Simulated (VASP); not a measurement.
# GaN in VASP: single point with PBE

Aim: the single point of GaN with PBE.

All numbers are computed with VASP 6.6.1; they aren't measurements. Logs are shortened: lines on timing, memory, paths and dates and some standing lists are left out, and cuts for length are marked.

## 1. The cell of the first run

The cell holds a wire or tube with vacuum around it, 12 atoms: a = 11.800 Å, b = 12.500 Å, c = 6.003 Å, α = 90.00°, β = 90.00°, γ = 90.00°.

## 2. Single point, PBE, collinear spin, ferromagnetic start

File INCAR:

```
  PREC = Accurate
  ENCUT = 520
  EDIFF = 1E-7
  ISMEAR = 0
  SIGMA = 0.05
  LREAL = F
  LASPH = T
  NELM = 150
  ALGO = Normal
  ISIF = 2
  LWAVE = F
  LCHARG = F
  ISPIN = 2
  MAGMOM = 0.3 0.3 0.3 0.3 0.3 0.3 0.3 0.3 0.3 0.3 0.3 0.3
  LORBIT = 11
  GGA = PE
  NBANDS = 70
```

File KPOINTS:

```
Automatic mesh
0
Gamma
  1 1 4
```

File POSCAR:

```
GaN
1.0
   11.8000000000      0.0000000000      0.0000000000
    0.0000000000     12.5000000000      0.0000000000
    0.0000000000      0.0000000000      6.0032096988
Ga N
6 6
Direct
    0.6286686533      0.5000000000     -0.1551208070
    0.3451012123      0.5000000000      0.3448743465
    0.5342326529      0.3775871904      0.1334951545
    0.4395376063      0.6224139396      0.6335022665
    0.5342326529      0.6224128096      0.1334951545
    0.4395376063      0.3775860604      0.6335022665
    0.6331107681      0.5000000000      0.1673280113
    0.3406668807      0.5000000000      0.6673300360
    0.4095549826      0.3558521734      0.3187324051
    0.5642184608      0.6441500054      0.8187310473
    0.4095549826      0.6441478266      0.3187324051
    0.5642184608      0.3558499946      0.8187310473
```

Potentials or basis: VASP PAW PBE potentials, release 64 (Ga_d, N).

Command:

```console
> cat potpaw_PBE.64/Ga_d/POTCAR potpaw_PBE.64/N/POTCAR > POTCAR
> mpirun -np 1 vasp_std > vasp.out
```

OUTCAR:

```text
PREC = Accurate
   ENCUT = 520
   EDIFF = 1E-7
   ISMEAR = 0
   LREAL = F
   LASPH = T
   NELM = 150
   ISIF = 2
   ISPIN = 2
   LORBIT = 11
   GGA = PE

 ion  position               nearest neighbor table
   1  0.629  0.500  0.845-   7 1.94  10 1.96  12 1.96   5 2.57   3 2.57
   2  0.345  0.500  0.345-   8 1.94   9 1.96  11 1.96   6 2.57   4 2.57
   3  0.534  0.378  0.133-   9 1.86   7 1.93  12 1.94   1 2.57
   4  0.440  0.622  0.634-  10 1.86   8 1.93  11 1.94   2 2.57
   5  0.534  0.622  0.133-  11 1.86   7 1.93  10 1.94   1 2.57
   6  0.440  0.378  0.634-  12 1.86   8 1.93   9 1.94   2 2.57
   7  0.633  0.500  0.167-   3 1.93   5 1.93   1 1.94
   8  0.341  0.500  0.667-   4 1.93   6 1.93   2 1.94
   9  0.410  0.356  0.319-   3 1.86   6 1.94   2 1.96
  10  0.564  0.644  0.819-   4 1.86   5 1.94   1 1.96
  11  0.410  0.644  0.319-   5 1.86   4 1.94   2 1.96
  12  0.564  0.356  0.819-   6 1.86   3 1.94   1 1.96

  LATTYP: Found a simple orthorhombic cell.
 ALAT       =     6.0032096988
 B/A-ratio  =     1.9656151612
 C/A-ratio  =     2.0822194505

  Lattice vectors:

 A1 = (   0.0000000000,   0.0000000000,   6.0032096988)
 A2 = (  11.8000000000,   0.0000000000,   0.0000000000)
 A3 = (   0.0000000000,  12.5000000000,   0.0000000000)

Analysis of symmetry for initial positions (statically):
=====================================================================
 Subroutine PRICEL returns:
 Original cell was already a primitive cell.

 Routine SETGRP: Setting up the symmetry group for a
 simple orthorhombic supercell.

 Subroutine GETGRP returns: Found  2 space group operations
 (whereof  2 operations were pure point group operations)
 out of a pool of  8 trial point group operations.

The static configuration has the point symmetry C_1h.

Analysis of symmetry for dynamics (positions and initial velocities):
=====================================================================
 Subroutine PRICEL returns:
 Original cell was already a primitive cell.

 Routine SETGRP: Setting up the symmetry group for a
 simple orthorhombic supercell.

 Subroutine GETGRP returns: Found  2 space group operations
 (whereof  2 operations were pure point group operations)
 out of a pool of  8 trial point group operations.

The dynamic configuration has the point symmetry C_1h.

Analysis of structural, dynamic, and magnetic symmetry:
=====================================================================
 Subroutine PRICEL returns:
 Original cell was already a primitive cell.

 Routine SETGRP: Setting up the symmetry group for a
 simple orthorhombic supercell.

 Subroutine GETGRP returns: Found  2 space group operations
 (whereof  2 operations were pure point group operations)
 out of a pool of  8 trial point group operations.

The overall configuration has the point symmetry C_1h.

 Subroutine INISYM returns: Found  2 space group operations
 (whereof  2 operations are pure point group operations),
 and found     1 'primitive' translations

----------------------------------------------------------------------------------------

                                     Primitive cell

  volume of cell :     885.4734

  direct lattice vectors                    reciprocal lattice vectors
    11.800000000  0.000000000  0.000000000     0.084745763  0.000000000  0.000000000
     0.000000000 12.500000000  0.000000000     0.000000000  0.080000000  0.000000000
     0.000000000  0.000000000  6.003209699     0.000000000  0.000000000  0.166577556

  length of vectors
    11.800000000 12.500000000  6.003209699     0.084745763  0.080000000  0.166577556

  position of ions in fractional coordinates (direct lattice)
     0.628668653  0.500000000  0.844879193
     0.345101212  0.500000000  0.344874346
     0.534232653  0.377587190  0.133495154
     0.439537606  0.622413940  0.633502267
     0.534232653  0.622412810  0.133495154
     0.439537606  0.377586060  0.633502267
     0.633110768  0.500000000  0.167328011
     0.340666881  0.500000000  0.667330036
     0.409554983  0.355852173  0.318732405
     0.564218461  0.644150005  0.818731047
     0.409554983  0.644147827  0.318732405
     0.564218461  0.355849995  0.818731047

  ion indices of the primitive-cell ions
   primitive index   ion index
                 1           1
                 2           2
                 3           3
                 4           4
                 5           5
                 6           6
                 7           7
                 8           8
                 9           9
                10          10
                11          11
                12          12

----------------------------------------------------------------------------------------

 KPOINTS: Automatic mesh

Automatic generation of k-mesh.
 Grid dimensions read from file:
 generate k-points for:    1    1    4

 Generating k-lattice:

  Cartesian coordinates                     Fractional coordinates (reciprocal lattice)
     0.084745763  0.000000000  0.000000000     1.000000000  0.000000000  0.000000000
     0.000000000  0.080000000  0.000000000     0.000000000  1.000000000  0.000000000
     0.000000000  0.000000000  0.041644389     0.000000000  0.000000000  0.250000000

  Length of vectors
     0.084745763  0.080000000  0.041644389

  Shift w.r.t. Gamma in fractional coordinates (k-lattice)
     0.000000000  0.000000000  0.000000000

 Subroutine IBZKPT returns following result:
 ===========================================

 Found      3 irreducible k-points:

 Following reciprocal coordinates:
            Coordinates               Weight
  0.000000  0.000000  0.000000      1.000000
  0.000000  0.000000  0.250000      2.000000
  0.000000  0.000000  0.500000      1.000000
   k-points           NKPTS =      3   k-points in BZ     NKDIM =      3   number of bands    NBANDS=     70
   number of dos      NEDOS =    301   number of ions     NIONS =     12
   total plane-waves  NPLWV = 414720
   dimension x,y,z NGX =    90 NGY =   96 NGZ =   48
   dimension x,y,z NGXF=   180 NGYF=  192 NGZF=   96
   ions per type =               6   6
   NGX,Y,Z   is equivalent  to a cutoff of  12.68, 12.77, 13.29 a.u.
   NGXF,Y,Z  is equivalent  to a cutoff of  25.36, 25.54, 26.59 a.u.
 SYSTEM =  unknown system
   PREC   = accura    normal or accurate (medium, high low for compatibility)
   ISTART =      0    job   : 0-new  1-cont  2-samecut
   ICHARG =      2    charge: 1-file 2-atom 10-const
   ISPIN  =      2    spin polarized calculation?
   LNONCOLLINEAR =      F non collinear calculations
   LSORBIT =      F    spin-orbit coupling
   LASPH  =      T    aspherical Exc in radial PAW
   ENCUT  =  520.0 eV  38.22 Ry    6.18 a.u.  21.94 23.24 11.16*2*pi/ulx,y,z
   NELM   =    150;   NELMIN=  2; NELMDL= -5     # of ELM steps
   EDIFF  = 0.1E-06   stopping-criterion for ELM
   LREAL  =      F    real-space projection
   EDIFFG = 0.1E-05   stopping-criterion for IOM
   NSW    =      0    number of steps for IOM
   IBRION =     -1    ionic relax: 0-MD 1-quasi-New 2-CG
   NFREE  =      0    steps in history (QN), initial steepest desc. (CG)
   ISIF   =      2    stress and relaxation
   ISYM   =      2    0-nonsym 1-usesym 2-fastsym
   POTIM  = 0.5000    time-step for ionic-motion
   TEBEG  =    0.0;   TEEND  =   0.0 temperature during run
   PSTRESS=    0.0 pullay stress
   NELECT =     108.0000    total number of electrons
   NUPDOWN=      -1.0000    fix difference up-down
   EMIN   =  10.00;   EMAX   =-10.00  energy-range for DOS
   EFERMI =   0.00;   METHOD = LEGACY
   ISMEAR =     0;   SIGMA  =   0.05  broadening in eV -4-tet -1-fermi 0-gaus
   EFERMI_NEDOS =   21; number of points for ismear=-14 and -15
   IALGO  =     38    algorithm
   IMIX   =      4    mixing-type and parameters
     AMIX     =   0.40;   BMIX     =  1.00
     AMIX_MAG =   1.60;   BMIX_MAG =  1.00
  volume/ion in A,a.u.               =      73.79       497.96
  Fermi-wavevector in a.u.,A,eV,Ry     =   0.811878  1.534227  8.968230  0.659146
  Thomas-Fermi vector in A             =   1.921318
   LORBIT       =     11    0 simple, 1 ext, 2 COOP (PROOUT), +10 PAW based schemes
   GGA     = PE    functional components
   LHFCALC =     F    Hartree Fock is set to
   AEXX    =    0.0000 exact exchange contribution
   IVDW    =     0    specifies the selected vdW correction
   LEPSILON=     F    determine dielectric tensor
   LRPA    =     F    only Hartree local field effects (RPA)
 spin polarized calculation
 Gauss-broadening in eV      SIGMA  =   0.05
  energy-cutoff  :      520.00
  volume of cell :      885.47
 maximum number of plane-waves:     23866
 NGX is ok and might be reduce to    90
   NGX = 43   NGY = 47   NGZ = 23

 number of electron     107.9999980 magnetization      -0.0000026

 number of electron     107.9999980 magnetization       0.0000047

 Free energy of the ion-electron system (eV)
  ---------------------------------------------------
  ext. energy  EPLUGINS =         0.00000000
  ---------------------------------------------------
  free energy    TOTEN  =       -61.10983859 eV

  energy without entropy =      -61.10983859  energy(sigma->0) =      -61.10983859

 E-fermi :  -3.4951     XC(G=0):  -2.9439

 val. band max:       -3.7354493288   @ k =   0.0000   0.0000   0.0000
 cond. band min:      -3.0352096472   @ k =   0.0000   0.0000   0.0000
 fundamental gap:      0.7002396816
 Fermi energy:        -3.4950841424

 spin component 1

 k-point     1 :       0.0000    0.0000    0.0000
  band No.  band energies     occupation
      1     -19.4501      1.00000
      2     -19.2481      1.00000
      3     -18.9603      1.00000
      4     -18.9100      1.00000
      5     -18.7421      1.00000
      6     -18.7080      1.00000
[... 196 lines left out ...]
     65       1.9697      0.00000
     66       1.9699      0.00000
 Fermi energy:        -3.4950841424

 spin component 2

 k-point     1 :       0.0000    0.0000    0.0000
  band No.  band energies     occupation
      1     -19.4501      1.00000
      2     -19.2481      1.00000
      3     -18.9603      1.00000
      4     -18.9100      1.00000
      5     -18.7421      1.00000
      6     -18.7080      1.00000
[... 196 lines left out ...]
     65       1.9697      0.00000
     66       1.9698      0.00000
 [bands above 66 left out]

------------------------ aborting loop because EDIFF is reached ----------------------------------------

  FORCE on cell =-STRESS in cart. coord.  units (eV):
  Direction    XX          YY          ZZ          XY          YZ          ZX
  --------------------------------------------------------------------------------------
  -------------------------------------------------------------------------------------
  Total        0.0090650      0.1539384      0.0533981      0.0000000      0.0000000     -0.0002281
  in kB        0.0164022      0.2785365      0.0966186      0.0000000      0.0000000     -0.0004128
  external PRESSURE =       0.1305191 kB  Pullay stress =       0.0000000 kB

 VOLUME and BASIS-vectors are now :
 -----------------------------------------------------------------------------
  energy-cutoff  :      520.00
  volume of cell :      885.47
      direct lattice vectors                 reciprocal lattice vectors
    11.800000000  0.000000000  0.000000000     0.084745763  0.000000000  0.000000000
     0.000000000 12.500000000  0.000000000     0.000000000  0.080000000  0.000000000
     0.000000000  0.000000000  6.003209699     0.000000000  0.000000000  0.166577556

 POSITION                                       TOTAL-FORCE (eV/Angst)
 -----------------------------------------------------------------------------------
      7.41829      6.25000      5.07199         0.025319      0.000000     -0.014901
      4.07219      6.25000      2.07035        -0.023918      0.000000     -0.014049
      6.30395      4.71984      0.80140         0.002756     -0.009142      0.004507
      5.18654      7.78017      3.80305        -0.001200      0.009116      0.003854
      6.30395      7.78016      0.80140         0.002756      0.009142      0.004507
      5.18654      4.71983      3.80305        -0.001200     -0.009116      0.003854
      7.47071      6.25000      1.00451         0.008608      0.000000      0.020127
      4.01987      6.25000      4.00612        -0.010257      0.000000      0.020030
      4.83275      4.44815      1.91342         0.004160     -0.023845     -0.006972
      6.65778      8.05188      4.91501        -0.005592      0.023735     -0.006993
      4.83275      8.05185      1.91342         0.004160      0.023845     -0.006972
      6.65778      4.44812      4.91501        -0.005592     -0.023735     -0.006993
 -----------------------------------------------------------------------------------
    total drift:                                0.006338      0.000000      0.003832

  FREE ENERGIE OF THE ION-ELECTRON SYSTEM (eV)
  ---------------------------------------------------
  free  energy   TOTEN  =       -61.1098385903 eV

  energy  without entropy=      -61.1098385903  energy(sigma->0) =      -61.10983859

 total charge

# of ion       s       p       d       tot
------------------------------------------
    1        0.873   0.765  10.116  11.755
    2        0.873   0.765  10.116  11.755
    3        0.854   0.816  10.131  11.800
    4        0.854   0.816  10.131  11.800
    5        0.854   0.816  10.131  11.800
    6        0.854   0.816  10.131  11.800
    7        1.268   2.368   0.000   3.636
    8        1.268   2.368   0.000   3.636
    9        1.265   2.375   0.000   3.640
   10        1.265   2.375   0.000   3.640
   11        1.265   2.375   0.000   3.640
   12        1.265   2.375   0.000   3.640
--------------------------------------------------
tot         12.757  19.028  60.756  92.541

 magnetization (x)

# of ion       s       p       d       tot
------------------------------------------
    1       -0.000  -0.000   0.000  -0.000
    2       -0.000  -0.000   0.000  -0.000
    3        0.000  -0.000  -0.000  -0.000
    4        0.000  -0.000  -0.000  -0.000
    5        0.000  -0.000  -0.000  -0.000
    6        0.000  -0.000  -0.000  -0.000
    7        0.000   0.000   0.000   0.000
    8        0.000   0.000   0.000   0.000
    9        0.000   0.000   0.000   0.000
   10       -0.000   0.000   0.000   0.000
   11        0.000   0.000   0.000   0.000
   12       -0.000   0.000   0.000   0.000
--------------------------------------------------
tot         -0.000   0.000  -0.000   0.000
```

Wall time 18 min (1 thread of Intel Xeon Platinum 8259CL at 2.50GHz (Skylake/Cascade Lake), shared host); peak memory 1.2 GiB.

Results:

```
Free energy                                           : -61.1098 eV
Largest force                                         : 0.029 eV/Å
Band gap on the k mesh                                : 0.70 eV
Net moment                                            : 0.00 μB per cell
Valence electrons inside the program's atomic spheres : Ga 11.76, 11.80 (each value once); N 3.64
```

Forces in eV/Å, atoms in the order of the input:
```
Ga   0.025  0.000 -0.015
Ga  -0.024  0.000 -0.014
Ga   0.003 -0.009  0.005
Ga  -0.001  0.009  0.004
Ga   0.003  0.009  0.005
Ga  -0.001 -0.009  0.004
N    0.009  0.000  0.020
N   -0.010  0.000  0.020
N    0.004 -0.024 -0.007
N   -0.006  0.024 -0.007
N    0.004  0.024 -0.007
N   -0.006 -0.024 -0.007
```

Levels at points of the mesh, in eV from the valence-band top:
Spin up:
| k point | band 52 | band 53 | band 54 | band 55 | band 56 | band 57 |
| --- | --- | --- | --- | --- | --- | --- |
| (0.00, 0.00, 0.00) | -0.74 | -0.39 | 0.00 | 0.70 | 2.10 | 3.14 |
| (0.00, 0.00, 0.50) | -0.77 | -0.25 | -0.25 | 1.91 | 1.91 | 3.04 |
Spin down:
```csv
k point,band 50,band 51,band 52,band 53,band 54,band 55,band 56,band 57,band 58,band 59
"(0.00, 0.00, 0.00)",-0.95,-0.83,-0.74,-0.39,0.00,0.70,2.10,3.14,3.24,3.43
"(0.00, 0.00, 0.50)",-1.30,-0.77,-0.77,-0.25,-0.25,1.91,1.91,3.04,3.04,3.72
```
